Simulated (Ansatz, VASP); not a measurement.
# AgPtBr5 in VASP and in Ansatz

Contents of INCAR:

```
SYSTEM = AgPtBr5
PREC     = Accurate       ! precision mode
ENCUT    = 520            ! plane-wave cutoff, eV
EDIFF    = 1E-7           ! SCF threshold, eV
ISMEAR   = 0              ! smearing method
SIGMA    = 0.1            ! smearing width, eV
LREAL    = .FALSE.        ! projectors in reciprocal space
LASPH    = .TRUE.         ! aspherical terms in the spheres
NELM     = 60             ! most SCF steps
ALGO     = Normal         ! electronic algorithm
ISIF     = 2              ! what is computed and relaxed
LWAVE    = .FALSE.        ! write WAVECAR
LCHARG   = .FALSE.        ! write CHGCAR
GGA      = PE             ! functional
NBANDS   = 37             ! bands
```

The input KPOINTS:

```
Automatic mesh
0
G
  4 4 2
  0 0 0
```

File POSCAR:

```
AgPtBr5
1.0
    4.6728557835      0.0000000000      0.0000000000
    0.0000000000      4.6728557835      0.0000000000
    0.0000000000      0.0000000000      8.2071778535
Ag Pt Br
1 1 5
Direct
    0.5000000000      0.5000000000      0.0000000000
    0.0000000000      0.0000000000      0.5000000000
    0.5000000000      0.0000000000      0.7262000000
    0.0000000000      0.5000000000      0.7262000000
    0.5000000000      0.0000000000      0.2738000000
    0.0000000000      0.5000000000      0.2738000000
    0.0000000000      0.0000000000      0.0000000000
```

Input for Ansatz:

```yaml
crystal:
  lattice:
    - [4.6728557835, 0.0, 0.0]
    - [0.0, 4.6728557835, 0.0]
    - [0.0, 0.0, 8.2071778535]
  atoms:
    - { symbol: Ag, position: [0.5, 0.5, 0.0] }
    - { symbol: Pt, position: [0.0, 0.0, 0.5] }
    - { symbol: Br, position: [0.5, 0.0, 0.7262] }
    - { symbol: Br, position: [0.0, 0.5, 0.7262] }
    - { symbol: Br, position: [0.5, 0.0, 0.2738] }
    - { symbol: Br, position: [0.0, 0.5, 0.2738] }
    - { symbol: Br, position: [0.0, 0.0, 0.0] }
basis:
  ecutwfc: 420
kpoints:
  mp_grid: { grid: [4, 4, 2] }
hamiltonian:
  xc: pbe
scf:
  occupations: { method: gaussian, width: 0.1 }
  lower_state_search: "off"
output:
  forces: true
  stress: true
  eigenvalues: true
```

Alike in both runs: task single point; functional PBE; k mesh 4 × 4 × 2; occupations gaussian, width 0.1 eV; no spin polarisation.

|  | VASP | Ansatz |
| --- | --- | --- |
| version | VASP 6.6.1 | Ansatz 0.2.0 |
| potentials or method | VASP PAW PBE potentials, release 64 (Ag, Pt, Br), cutoff 520 eV | scalar-relativistic, plane waves, PAW |
| valence electrons in the cell | 56 | 72 |

Ansatz gave:

```
gap on the k mesh at the Fermi level (eV)                     : none
pressure (GPa)                                                : -2.2
traceless stress, the component that is largest in VASP (GPa) : -3.38
rms of the force components (eV/Å)                            : 0.470
```

**Question.** Which values does VASP return?

**Answer.** gap on the k mesh at the Fermi level (eV): none; pressure (GPa): -2.3; traceless stress, the component that is largest in VASP (GPa): -3.38; rms of the force components (eV/Å): 0.469.

Atom by atom the forces differ by 0.001 eV/Å (rms over components). A gap of «none» marks a metal or a gap that the smearing closes. VASP's potentials hold 56 valence electrons a cell and Ansatz's 72, so a difference there can come from the potentials and not from the codes.

The k mesh is coarse, so the values compare programs but aren't converged. Neither program's run includes spin-orbit coupling.
